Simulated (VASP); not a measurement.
# HfMg3 (Pm-3m) in VASP: a series of runs

HfMg3 is run at these levels: PBE; tasks: single point, relaxation of cell and atoms.

All numbers are computed with VASP 6.6.1; they aren't measurements. Logs are shortened: lines on timing, memory, paths and dates and some standing lists are left out, and cuts for length are marked.

### Step 1. The cell of the first run

Symmetry: Pm-3m, No. 221, cubic system. The conventional cell has a = 4.436 Å, b = 4.436 Å, c = 4.436 Å, α = 90.00°, β = 90.00°, γ = 90.00°. Mg (site symmetry 4/mmm) has 8 Mg at 3.14 Å and 4 Hf at 3.14 Å within 4.1 Å. Within 4.1 Å of Hf (site symmetry m-3m) lie 12 Mg at 3.14 Å.

### Step 2. Single point, PBE

Contents of INCAR:

```
PREC     = Accurate       # precision mode
ENCUT    = 520            # plane-wave cutoff, eV
EDIFF    = 1E-7           # SCF threshold, eV
ISMEAR   = -1             # smearing method
SIGMA    = 0.05           # smearing width, eV
LREAL    = F              # projectors in reciprocal space
LASPH    = T              # aspherical terms in the spheres
NELM     = 100            # most SCF steps
ALGO     = Normal         # electronic algorithm
ISIF     = 2              # what is computed and relaxed
LWAVE    = F              # write WAVECAR
LCHARG   = T              # write CHGCAR
GGA      = PE             # functional
LELF     = T              # ELF
LVHAR    = T            
NBANDS   = 16             # bands
```

Contents of KPOINTS:

```
regular mesh
0
Gamma
  6 6 6
```

Contents of POSCAR:

```
HfMg3
1.0
    4.4355216091      0.0000000000      0.0000000000
    0.0000000000      4.4355216091      0.0000000000
    0.0000000000      0.0000000000      4.4355216091
Mg Hf
3 1
Direct
    0.5000000000      0.5000000000      0.0000000000
    0.5000000000      0.0000000000      0.5000000000
    0.0000000000      0.5000000000      0.5000000000
    0.0000000000      0.0000000000      0.0000000000
```

Potentials or basis: VASP PAW PBE potentials, release 64 (Mg, Hf_pv).

On the command line:

```sh
cat potpaw_PBE.64/Mg/POTCAR potpaw_PBE.64/Hf_pv/POTCAR > POTCAR
mpirun -np 1 vasp_std > vasp.out
```

OUTCAR:

```text
PREC = Accurate
   ENCUT = 520
   EDIFF = 1E-7
   ISMEAR = -1
   LREAL = F
   LASPH = T
   NELM = 100
   ISIF = 2
   GGA = PE

 ion  position               nearest neighbor table
   1  0.500  0.500  0.000-   2 3.14   3 3.14   4 3.14   2 3.14   3 3.14   2 3.14   4 3.14   2 3.14
                             3 3.14   4 3.14   3 3.14   4 3.14
   2  0.500  0.000  0.500-   1 3.14   3 3.14   4 3.14   1 3.14   4 3.14   1 3.14   3 3.14   1 3.14
                             3 3.14   4 3.14   4 3.14   3 3.14
   3  0.000  0.500  0.500-   1 3.14   2 3.14   4 3.14   1 3.14   4 3.14   2 3.14   4 3.14   4 3.14
                             1 3.14   2 3.14   1 3.14   2 3.14
   4  0.000  0.000  0.000-   1 3.14   2 3.14   3 3.14   2 3.14   3 3.14   1 3.14   3 3.14   3 3.14
                             1 3.14   2 3.14   2 3.14   1 3.14

  LATTYP: Found a simple cubic cell.
 ALAT       =     4.4355216091

  Lattice vectors:

 A1 = (   4.4355216091,   0.0000000000,   0.0000000000)
 A2 = (   0.0000000000,   4.4355216091,   0.0000000000)
 A3 = (   0.0000000000,   0.0000000000,   4.4355216091)

Analysis of symmetry for initial positions (statically):
=====================================================================
 Subroutine PRICEL returns:
 Original cell was already a primitive cell.

 Routine SETGRP: Setting up the symmetry group for a
 simple cubic supercell.

 Subroutine GETGRP returns: Found 48 space group operations
 (whereof 48 operations were pure point group operations)
 out of a pool of 48 trial point group operations.

The static configuration has the point symmetry O_h .

Analysis of symmetry for dynamics (positions and initial velocities):
=====================================================================
 Subroutine PRICEL returns:
 Original cell was already a primitive cell.

 Routine SETGRP: Setting up the symmetry group for a
 simple cubic supercell.

 Subroutine GETGRP returns: Found 48 space group operations
 (whereof 48 operations were pure point group operations)
 out of a pool of 48 trial point group operations.

The dynamic configuration has the point symmetry O_h .

 Subroutine INISYM returns: Found 48 space group operations
 (whereof 48 operations are pure point group operations),
 and found     1 'primitive' translations

----------------------------------------------------------------------------------------

                                     Primitive cell

  volume of cell :      87.2638

  direct lattice vectors                    reciprocal lattice vectors
     4.435521609  0.000000000  0.000000000     0.225452627  0.000000000  0.000000000
     0.000000000  4.435521609  0.000000000     0.000000000  0.225452627  0.000000000
     0.000000000  0.000000000  4.435521609     0.000000000  0.000000000  0.225452627

  length of vectors
     4.435521609  4.435521609  4.435521609     0.225452627  0.225452627  0.225452627

  position of ions in fractional coordinates (direct lattice)
     0.500000000  0.500000000  0.000000000
     0.500000000  0.000000000  0.500000000
     0.000000000  0.500000000  0.500000000
     0.000000000  0.000000000  0.000000000

  ion indices of the primitive-cell ions
   primitive index   ion index
                 1           1
                 2           2
                 3           3
                 4           4

----------------------------------------------------------------------------------------

 KPOINTS: regular mesh

Automatic generation of k-mesh.
 Grid dimensions read from file:
 generate k-points for:    6    6    6

 Generating k-lattice:

  Cartesian coordinates                     Fractional coordinates (reciprocal lattice)
     0.037575438  0.000000000  0.000000000     0.166666667  0.000000000  0.000000000
     0.000000000  0.037575438  0.000000000     0.000000000  0.166666667  0.000000000
     0.000000000  0.000000000  0.037575438     0.000000000  0.000000000  0.166666667

  Length of vectors
     0.037575438  0.037575438  0.037575438

  Shift w.r.t. Gamma in fractional coordinates (k-lattice)
     0.000000000  0.000000000  0.000000000

 Subroutine IBZKPT returns following result:
 ===========================================

 Found     20 irreducible k-points:

 Following reciprocal coordinates:
            Coordinates               Weight
  0.000000  0.000000  0.000000      1.000000
  0.166667  0.000000  0.000000      6.000000
  0.333333  0.000000  0.000000      6.000000
  0.500000  0.000000  0.000000      3.000000
  0.166667  0.166667  0.000000     12.000000
  0.333333  0.166667  0.000000     24.000000
[... 12 lines left out ...]
  0.500000  0.500000  0.333333      6.000000
  0.500000  0.500000  0.500000      1.000000
   k-points           NKPTS =     20   k-points in BZ     NKDIM =     20   number of bands    NBANDS=     16
   number of dos      NEDOS =    301   number of ions     NIONS =      4
   total plane-waves  NPLWV =  46656
   dimension x,y,z NGX =    36 NGY =   36 NGZ =   36
   dimension x,y,z NGXF=    72 NGYF=   72 NGZF=   72
   ions per type =               3   1
   NGX,Y,Z   is equivalent  to a cutoff of  13.49, 13.49, 13.49 a.u.
   NGXF,Y,Z  is equivalent  to a cutoff of  26.99, 26.99, 26.99 a.u.
 SYSTEM =  unknown system
   PREC   = accura    normal or accurate (medium, high low for compatibility)
   ISTART =      0    job   : 0-new  1-cont  2-samecut
   ICHARG =      2    charge: 1-file 2-atom 10-const
   ISPIN  =      1    spin polarized calculation?
   LNONCOLLINEAR =      F non collinear calculations
   LSORBIT =      F    spin-orbit coupling
   LASPH  =      T    aspherical Exc in radial PAW
   ENCUT  =  520.0 eV  38.22 Ry    6.18 a.u.   8.25  8.25  8.25*2*pi/ulx,y,z
   NELM   =    100;   NELMIN=  2; NELMDL= -5     # of ELM steps
   EDIFF  = 0.1E-06   stopping-criterion for ELM
   LREAL  =      F    real-space projection
   EDIFFG = 0.1E-05   stopping-criterion for IOM
   NSW    =      0    number of steps for IOM
   IBRION =     -1    ionic relax: 0-MD 1-quasi-New 2-CG
   NFREE  =      0    steps in history (QN), initial steepest desc. (CG)
   ISIF   =      2    stress and relaxation
   ISYM   =      2    0-nonsym 1-usesym 2-fastsym
   POTIM  = 0.5000    time-step for ionic-motion
   TEBEG  =    0.0;   TEEND  =   0.0 temperature during run
   PSTRESS=    0.0 pullay stress
   NELECT =      16.0000    total number of electrons
   NUPDOWN=      -1.0000    fix difference up-down
   EMIN   =  10.00;   EMAX   =-10.00  energy-range for DOS
   EFERMI =   0.00;   METHOD = LEGACY
   ISMEAR =    -1;   SIGMA  =   0.05  broadening in eV -4-tet -1-fermi 0-gaus
   EFERMI_NEDOS =   21; number of points for ismear=-14 and -15
   IALGO  =     38    algorithm
   IMIX   =      4    mixing-type and parameters
     AMIX     =   0.40;   BMIX     =  1.00
     AMIX_MAG =   1.60;   BMIX_MAG =  1.00
  volume/ion in A,a.u.               =      21.82       147.22
  Fermi-wavevector in a.u.,A,eV,Ry     =   0.930044  1.757528 11.768790  0.864982
  Thomas-Fermi vector in A             =   2.056391
   LORBIT       =      0    0 simple, 1 ext, 2 COOP (PROOUT), +10 PAW based schemes
   GGA     = PE    functional components
   LHFCALC =     F    Hartree Fock is set to
   AEXX    =    0.0000 exact exchange contribution
   IVDW    =     0    specifies the selected vdW correction
   LEPSILON=     F    determine dielectric tensor
   LRPA    =     F    only Hartree local field effects (RPA)
 non-spin polarized calculation
  energy-cutoff  :      520.00
  volume of cell :       87.26
 maximum number of plane-waves:      2373
 NGX is ok and might be reduce to    36
   NGX = 17   NGY = 17   NGZ = 17

 number of electron      15.9999999 magnetization

 Free energy of the ion-electron system (eV)
  ---------------------------------------------------
  ext. energy  EPLUGINS =         0.00000000
  ---------------------------------------------------
  free energy    TOTEN  =       -13.89360658 eV

  energy without entropy =      -13.86817682  energy(sigma->0) =      -13.88089170

 E-fermi :   3.0723     XC(G=0):  -9.3783

 val. band max:        3.0382637029   @ k =   0.5000   0.5000   0.1667
 cond. band min:       3.1424687361   @ k =   0.5000   0.3333   0.0000
 fundamental gap:      0.1042050333
 Fermi energy:         3.0722862983

 k-point     1 :       0.0000    0.0000    0.0000
  band No.  band energies     occupation
      1     -27.9602      2.00000
      2     -27.9602      2.00000
      3     -27.9602      2.00000
      4      -3.8000      2.00000
      5       1.8771      2.00000
      6       1.8771      2.00000
[... 8 lines left out ...]
     15       9.9162      0.00000
     16      10.2292      0.00000

 k-point     2 :       0.1667    0.0000    0.0000
  band No.  band energies     occupation
      1     -27.9629      2.00000
      2     -27.9601      2.00000
      3     -27.9601      2.00000
      4      -3.5628      2.00000
      5       1.1942      2.00000
      6       1.9823      2.00000
[... 8 lines left out ...]
     15      10.1010      0.00000
     16      10.1010      0.00000

 k-point     3 :       0.3333    0.0000    0.0000
  band No.  band energies     occupation
      1     -27.9683      2.00000
      2     -27.9597      2.00000
      3     -27.9597      2.00000
      4      -2.8712      2.00000
      5      -0.3103      2.00000
      6       2.2209      2.00000
[... 8 lines left out ...]
     15       9.0404      0.00000
     16       9.0415      0.00000

 k-point     4 :       0.5000    0.0000    0.0000
  band No.  band energies     occupation
      1     -27.9710      2.00000
      2     -27.9596      2.00000
      3     -27.9596      2.00000
      4      -1.9340      2.00000
      5      -1.5684      2.00000
      6       2.3595      2.00000
[... 8 lines left out ...]
     15       8.4737      0.00000
     16       8.4737      0.00000
[... 248 lines left out ...]
 k-point    18 :       0.5000    0.3333    0.3333
  band No.  band energies     occupation
      1     -27.9693      2.00000
      2     -27.9666      2.00000
      3     -27.9664      2.00000
      4      -0.3145      2.00000
      5      -0.0368      2.00000
      6       1.2098      2.00000
[... 8 lines left out ...]
     15       8.1195      0.00000
     16       8.5129      0.00000

 k-point    19 :       0.5000    0.5000    0.3333
  band No.  band energies     occupation
      1     -27.9690      2.00000
      2     -27.9690      2.00000
      3     -27.9663      2.00000
      4       0.2233      2.00000
      5       0.7307      2.00000
      6       0.7307      2.00000
[... 8 lines left out ...]
     15       8.1683      0.00000
     16       8.1683      0.00000

 k-point    20 :       0.5000    0.5000    0.5000
  band No.  band energies     occupation
      1     -27.9687      2.00000
      2     -27.9687      2.00000
      3     -27.9687      2.00000
      4       0.8667      2.00000
      5       0.8667      2.00000
      6       0.8667      2.00000
[... 8 lines left out ...]
     15       8.0687      0.00000
     16       8.0687      0.00000

------------------------ aborting loop because EDIFF is reached ----------------------------------------

  FORCE on cell =-STRESS in cart. coord.  units (eV):
  Direction    XX          YY          ZZ          XY          YZ          ZX
  --------------------------------------------------------------------------------------
  -------------------------------------------------------------------------------------
  Total       -0.0739081     -0.0739081     -0.0739081      0.0000000      0.0000000      0.0000000
  in kB       -1.3569639     -1.3569639     -1.3569639      0.0000000      0.0000000      0.0000000
  external PRESSURE =      -1.3569639 kB  Pullay stress =       0.0000000 kB

 VOLUME and BASIS-vectors are now :
 -----------------------------------------------------------------------------
  energy-cutoff  :      520.00
  volume of cell :       87.26
      direct lattice vectors                 reciprocal lattice vectors
     4.435521609  0.000000000  0.000000000     0.225452627  0.000000000  0.000000000
     0.000000000  4.435521609  0.000000000     0.000000000  0.225452627  0.000000000
     0.000000000  0.000000000  4.435521609     0.000000000  0.000000000  0.225452627

 POSITION                                       TOTAL-FORCE (eV/Angst)
 -----------------------------------------------------------------------------------
      2.21776      2.21776      0.00000         0.000000      0.000000      0.000000
      2.21776      0.00000      2.21776         0.000000      0.000000      0.000000
      0.00000      2.21776      2.21776         0.000000      0.000000      0.000000
      0.00000      0.00000      0.00000         0.000000      0.000000      0.000000
 -----------------------------------------------------------------------------------
    total drift:                                0.000000     -0.000000     -0.000000

  FREE ENERGIE OF THE ION-ELECTRON SYSTEM (eV)
  ---------------------------------------------------
  free  energy   TOTEN  =       -13.8936065812 eV

  energy  without entropy=      -13.8681768175  energy(sigma->0) =      -13.88089170
```

Wall time 29 s (1 thread of Intel Xeon 6975P-C (Granite Rapids), shared host); peak memory 0.21 GiB.

Results:

| Property | Result |
| --- | --- |
| Free energy | -13.8936 eV |
| Pressure | -0.1 GPa |
| Band gap on the k mesh | zero (band 8 reaches 3.67 eV, above the bottom of band 9 at 2.23 eV) |

Levels at points of the mesh, in eV from the Fermi level:
```tsv
k point	band 4	band 5	band 6	band 7	band 8	band 9	band 10	band 11	band 12	band 13
(0.00, 0.00, 0.00)	-6.87	-1.20	-1.20	0.60	0.60	0.60	1.26	1.26	1.26	1.70
(0.50, 0.00, 0.00)	-5.01	-4.64	-0.71	-0.30	-0.30	1.47	1.95	2.69	2.69	2.80
(0.50, 0.50, 0.00)	-3.60	-3.14	-2.62	-2.62	0.24	0.24	1.52	2.30	2.36	3.47
(0.50, 0.50, 0.50)	-2.21	-2.21	-2.21	-1.43	-0.81	-0.81	-0.81	-0.26	2.41	2.41
```

Caveat: spin-orbit coupling is left out, which moves the levels of the heavy elements.

### Step 3. Relaxation of cell and atoms, PBE

Contents of INCAR:

```
ALGO = Normal ; EDIFF = 1E-6
EDIFFG = -0.02 ; ENCUT = 600
GGA = PE ; IBRION = 2
ISIF = 3 ; ISMEAR = -1
LASPH = T ; LCHARG = F
LREAL = F ; LWAVE = F
NELM = 100 ; NSW = 50
PREC = Accurate ; SIGMA = 0.05
```

Contents of KPOINTS:

```
k-points
0
Gamma
  6 6 6
```

Contents of POSCAR:

```
HfMg3
1.0
    4.4333760000      0.0000000000      0.0000000000
    0.0000000000      4.4333760000      0.0000000000
    0.0000000000      0.0000000000      4.4333760000
Mg Hf
3 1
Direct
    0.5000000000      0.5000000000      0.0000000000
    0.5000000000      0.0000000000      0.5000000000
    0.0000000000      0.5000000000      0.5000000000
    0.0000000000      0.0000000000      0.0000000000
```

Potentials or basis: VASP PAW PBE potentials, release 64 (Mg, Hf_pv).

On the command line:

```sh
cat potpaw_PBE.64/Mg/POTCAR potpaw_PBE.64/Hf_pv/POTCAR > POTCAR
mpirun -np 1 vasp_std > vasp.out
```

It took 26 s on 1 thread of Intel Xeon 6975P-C (Granite Rapids), shared host; peak memory 0.21 GiB.

Results (log left out):

```yaml
Free_energy: -13.8940 eV
Pressure_after_relaxing: -0.1 GPa
Band_gap_on_the_k_mesh: zero (band 8 reaches 3.68 eV, above the bottom of band 9 at 2.24 eV)
```

Final structure:
```xyz
4
Lattice="4.4334 0.0000 0.0000 0.0000 4.4334 0.0000 0.0000 0.0000 4.4334" Properties=species:S:1:pos:R:3 pbc="T T T"
Mg    2.2167    2.2167    0.0000
Mg    2.2167    0.0000    2.2167
Mg    0.0000    2.2167    2.2167
Hf    0.0000    0.0000    0.0000
```

Levels at points of the mesh, in eV from the Fermi level:
```csv
k point,band 5,band 6,band 7,band 8,band 9,band 10,band 11,band 12
"(0.00, 0.00, 0.00)",-1.20,-1.20,0.60,0.60,0.60,1.26,1.26,1.26
"(0.50, 0.00, 0.00)",-4.64,-0.71,-0.31,-0.31,1.48,1.95,2.70,2.70
"(0.50, 0.50, 0.00)",-3.14,-2.62,-2.62,0.24,0.24,1.52,2.30,2.36
"(0.50, 0.50, 0.50)",-2.21,-2.21,-1.44,-0.81,-0.81,-0.81,-0.25,2.41
```

Caveat: the relaxation stopped at its first step, so nothing moved; spin-orbit coupling is left out, which moves the levels of the heavy elements.
